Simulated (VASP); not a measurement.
# CuCl (F-43m) in VASP: relaxation of cell and atoms with PBEsol

Aim: the relaxation of cell and atoms of CuCl with PBEsol.

Program: VASP 6.6.1. These are calculated values, not measurements. Logs are shortened: lines on timing, memory, paths and dates and some standing lists are left out, and cuts for length are marked.

## (1) The cell of the first run

It takes space group F-43m (No. 216, cubic). The conventional cell has a = 5.420 Å, b = 5.420 Å, c = 5.420 Å, α = 90.00°, β = 90.00°, γ = 90.00°. Cu (site symmetry -43m) has 4 Cl at 2.35 Å within 3.1 Å. Cl (site symmetry -43m) has 4 Cu at 2.35 Å within 3.1 Å.

## (2) Relaxation of cell and atoms, PBEsol

Input file INCAR:

```
SYSTEM = CuCl
PREC     = Accurate       ! precision mode
ENCUT    = 600            ! plane-wave cutoff, eV
EDIFF    = 1E-6           ! SCF threshold, eV
ISMEAR   = 0              ! smearing method
SIGMA    = 0.02           ! smearing width, eV
LREAL    = .False.        ! projectors in reciprocal space
LASPH    = .True.         ! aspherical terms in the spheres
NELM     = 80             ! most SCF steps
ALGO     = Normal         ! electronic algorithm
ISIF     = 3              ! what is computed and relaxed
LWAVE    = .False.        ! write WAVECAR
LCHARG   = .False.        ! write CHGCAR
GGA      = PS             ! functional
IBRION   = 2              ! ionic algorithm
NSW      = 100            ! ionic steps
EDIFFG   = -0.005         ! ionic threshold
```

Input file KPOINTS:

```
Automatic mesh
0
Gamma
  12 12 12
  0 0 0
```

Input file POSCAR:

```
CuCl
1.0
    0.0000000000      2.7101000000      2.7101000000
    2.7101000000      0.0000000000      2.7101000000
    2.7101000000      2.7101000000      0.0000000000
Cu Cl
1 1
Direct
    0.0000000000      0.0000000000      0.0000000000
    0.7500000000      0.7500000000      0.7500000000
```

Potentials or basis: VASP PAW PBE potentials, release 64 (Cu, Cl).

Command:

```sh
cat potpaw_PBE.64/Cu/POTCAR potpaw_PBE.64/Cl/POTCAR > POTCAR
mpirun -np 1 vasp_std > vasp.out
```

OUTCAR:

```text
SYSTEM = CuCl
   PREC = Accurate
   ENCUT = 600
   EDIFF = 1E-6
   ISMEAR = 0
   LREAL = .False.
   LASPH = .True.
   NELM = 80
   ISIF = 3
   GGA = PS
   IBRION = 2
   NSW = 100
   EDIFFG = -0.005

 ion  position               nearest neighbor table
   1  0.000  0.000  0.000-   2 2.35   2 2.35   2 2.35   2 2.35
   2  0.750  0.750  0.750-   1 2.35   1 2.35   1 2.35   1 2.35

  LATTYP: Found a face centered cubic cell.
 ALAT       =     5.4202000000

  Lattice vectors:

 A1 = (   0.0000000000,   2.7101000000,   2.7101000000)
 A2 = (   2.7101000000,   0.0000000000,   2.7101000000)
 A3 = (   2.7101000000,   2.7101000000,   0.0000000000)

Analysis of symmetry for initial positions (statically):
=====================================================================
 Subroutine PRICEL returns:
 Original cell was already a primitive cell.

 Routine SETGRP: Setting up the symmetry group for a
 face centered cubic supercell.

 Subroutine GETGRP returns: Found 24 space group operations
 (whereof 24 operations were pure point group operations)
 out of a pool of 48 trial point group operations.

The static configuration has the point symmetry T_d .

Analysis of symmetry for dynamics (positions and initial velocities):
=====================================================================
 Subroutine PRICEL returns:
 Original cell was already a primitive cell.

 Routine SETGRP: Setting up the symmetry group for a
 face centered cubic supercell.

 Subroutine GETGRP returns: Found 24 space group operations
 (whereof 24 operations were pure point group operations)
 out of a pool of 48 trial point group operations.

The dynamic configuration has the point symmetry T_d .

 Subroutine INISYM returns: Found 24 space group operations
 (whereof 24 operations are pure point group operations),
 and found     1 'primitive' translations

----------------------------------------------------------------------------------------

                                     Primitive cell

  volume of cell :      39.8094

  direct lattice vectors                    reciprocal lattice vectors
     0.000000000  2.710100000  2.710100000    -0.184495037  0.184495037  0.184495037
     2.710100000  0.000000000  2.710100000     0.184495037 -0.184495037  0.184495037
     2.710100000  2.710100000  0.000000000     0.184495037  0.184495037 -0.184495037

  length of vectors
     3.832660175  3.832660175  3.832660175     0.319554778  0.319554778  0.319554778

  position of ions in fractional coordinates (direct lattice)
[... 101 lines left out ...]
  Fermi-wavevector in a.u.,A,eV,Ry     =   1.256523  2.374484 21.481550  1.578849
  Thomas-Fermi vector in A             =   2.390227
   LORBIT       =      0    0 simple, 1 ext, 2 COOP (PROOUT), +10 PAW based schemes
   GGA     = PS    functional components
   LHFCALC =     F    Hartree Fock is set to
   AEXX    =    0.0000 exact exchange contribution
   IVDW    =     0    specifies the selected vdW correction
   LEPSILON=     F    determine dielectric tensor
   LRPA    =     F    only Hartree local field effects (RPA)
 conjugate gradient relaxation of ions
 non-spin polarized calculation
 Gauss-broadening in eV      SIGMA  =   0.02
  energy-cutoff  :      600.00
  volume of cell :       39.81
 maximum number of plane-waves:      1363
   NGX = 15   NGY = 15   NGZ = 15

--------------------------------------- Ionic step        1  -------------------------------------------

 number of electron      18.0000009 magnetization

 Free energy of the ion-electron system (eV)
  ---------------------------------------------------
  ext. energy  EPLUGINS =         0.00000000
  ---------------------------------------------------
  free energy    TOTEN  =        -7.03082574 eV

  energy without entropy =       -7.03082574  energy(sigma->0) =       -7.03082574

------------------------ aborting loop because EDIFF is reached ----------------------------------------

  FORCE on cell =-STRESS in cart. coord.  units (eV):
  Direction    XX          YY          ZZ          XY          YZ          ZX
  --------------------------------------------------------------------------------------
  -------------------------------------------------------------------------------------
  Total       -0.8872537     -0.8872537     -0.8872537     -0.0000000      0.0000000     -0.0000000
  in kB      -35.7085695    -35.7085695    -35.7085695     -0.0000000      0.0000000     -0.0000000
  external PRESSURE =     -35.7085695 kB  Pullay stress =       0.0000000 kB
[... 59 lines left out ...]
--------------------------------------- Ionic step        3  -------------------------------------------

 number of electron      17.9999991 magnetization

 Free energy of the ion-electron system (eV)
  ---------------------------------------------------
  ext. energy  EPLUGINS =         0.00000000
  ---------------------------------------------------
  free energy    TOTEN  =        -7.06232310 eV

  energy without entropy =       -7.06232310  energy(sigma->0) =       -7.06232310

 E-fermi :   4.4719     XC(G=0):  -9.9766

 val. band max:        4.3851537731   @ k =   0.0000   0.0000   0.0000
 cond. band min:       4.9325835764   @ k =   0.0000   0.0000   0.0000
 fundamental gap:      0.5474298033
 Fermi energy:         4.4718541914

 k-point     1 :       0.0000    0.0000    0.0000
  band No.  band energies     occupation
      1     -12.9369      2.00000
      2      -0.8262      2.00000
      3      -0.8262      2.00000
      4      -0.8262      2.00000
      5       2.6533      2.00000
      6       2.6533      2.00000
      7       4.3852      2.00000
      8       4.3852      2.00000
      9       4.3852      2.00000
     10       4.9326      0.00000
     11      11.0660      0.00000
     12      11.0660      0.00000
     13      11.0660      0.00000
[... 354 lines left out ...]
  band No.  band energies     occupation
      1     -12.3480      2.00000
      2      -2.4496      2.00000
      3      -1.1714      2.00000
      4      -0.8023      2.00000
      5       2.5980      2.00000
      6       2.6894      2.00000
      7       2.8583      2.00000
      8       3.4307      2.00000
      9       3.6628      2.00000
     10       8.2044      0.00000
     11      10.2379      0.00000
     12      11.7602      0.00000
     13      12.1088      0.00000

 [... further k-points ...]

------------------------ aborting loop because EDIFF is reached ----------------------------------------

  FORCE on cell =-STRESS in cart. coord.  units (eV):
  Direction    XX          YY          ZZ          XY          YZ          ZX
  --------------------------------------------------------------------------------------
  -------------------------------------------------------------------------------------
  Total       -0.0024867     -0.0024867     -0.0024867      0.0000000      0.0000000     -0.0000000
  in kB       -0.1071253     -0.1071253     -0.1071253      0.0000000      0.0000000     -0.0000000
  external PRESSURE =      -0.1071253 kB  Pullay stress =       0.0000000 kB
[... 17 lines left out ...]
  FREE ENERGIE OF THE ION-ELECTRON SYSTEM (eV)
  ---------------------------------------------------
  free  energy   TOTEN  =        -7.0623231027 eV

  energy  without entropy=       -7.0623231027  energy(sigma->0) =       -7.06232310

 reached required accuracy - stopping structural energy minimisation
```

OSZICAR:

```text
N       E                     dE             d eps       ncg     rms          rms(c)
DAV:   1     0.127992185507E+03    0.12799E+03   -0.94262E+03  1872   0.187E+03
DAV:   2     0.594080019804E+01   -0.12205E+03   -0.11455E+03  1925   0.319E+02
DAV:   3    -0.682920679289E+01   -0.12770E+02   -0.12458E+02  2548   0.111E+02
DAV:   4    -0.725315982457E+01   -0.42395E+00   -0.42334E+00  2063   0.188E+01
[... 26 lines left out ...]
DAV:   3    -0.706239339925E+01    0.78114E-03   -0.40838E-03  1872   0.216E+00    0.669E-02
DAV:   4    -0.706233566483E+01    0.57734E-04   -0.24618E-04  2300   0.160E-01    0.348E-02
DAV:   5    -0.706232825123E+01    0.74136E-05   -0.54113E-05  2961   0.229E-01    0.104E-02
DAV:   6    -0.706232320065E+01    0.50506E-05   -0.14940E-05  2813   0.947E-02    0.265E-03
DAV:   7    -0.706232310271E+01    0.97936E-07   -0.79134E-07   981   0.110E-02
   3 F= -.70623231E+01 E0= -.70623231E+01  d E =-.314974E-01
```

CONTCAR:

```text
CuCl
   1.00000000000000
     0.0000000000000000    2.6493205147471142    2.6493205147471142
     2.6493205147471142    0.0000000000000000    2.6493205147471142
     2.6493205147471142    2.6493205147471142    0.0000000000000000
  Cu              Cl
     1     1
Direct
     0.0000000000000000    0.0000000000000000    0.0000000000000000
     0.7500000000000000    0.7500000000000000    0.7500000000000000

  0.00000000E+00  0.00000000E+00  0.00000000E+00
  0.00000000E+00  0.00000000E+00  0.00000000E+00
```

Run time: 3 min. Hardware: 1 thread of AMD EPYC 7R43 (Zen 3), shared host; peak memory 0.17 GiB.

What came out:

```
Free energy                            : -7.0623 eV
Relaxed volume                         : 18.60 Å³/atom
Relaxed cell                           : a = 3.747 Å, b = 3.747 Å, c = 3.747 Å, α = 60.00°, β = 60.00°, γ = 60.00°
Space group after relaxing (to 0.05 Å) : F-43m (No. 216)
Energy gained by relaxing              : 15.7 meV/atom
Ionic steps                            : 3
Pressure after relaxing                : 0.0 GPa
Band gap on the k mesh                 : 0.55 eV, direct
```

The path:
```tsv
step	energy change (eV)	largest force (eV/Å)	pressure (GPa)	volume (Å³)
1	0.0000	0.0000	-3.57	39.81
2	-0.0314	0.0000	-0.20	37.31
3	-0.0315	0.0000	-0.01	37.19
```

Final structure:
```xyz
2
Lattice="0.0000 2.6493 2.6493 2.6493 0.0000 2.6493 2.6493 2.6493 0.0000" Properties=species:S:1:pos:R:3 pbc="T T T"
Cu    0.0000    0.0000    0.0000
Cl    3.9740    3.9740    3.9740
```

Caveat: the PAW data sets were made with another functional, which shifts forces and pressure a little.
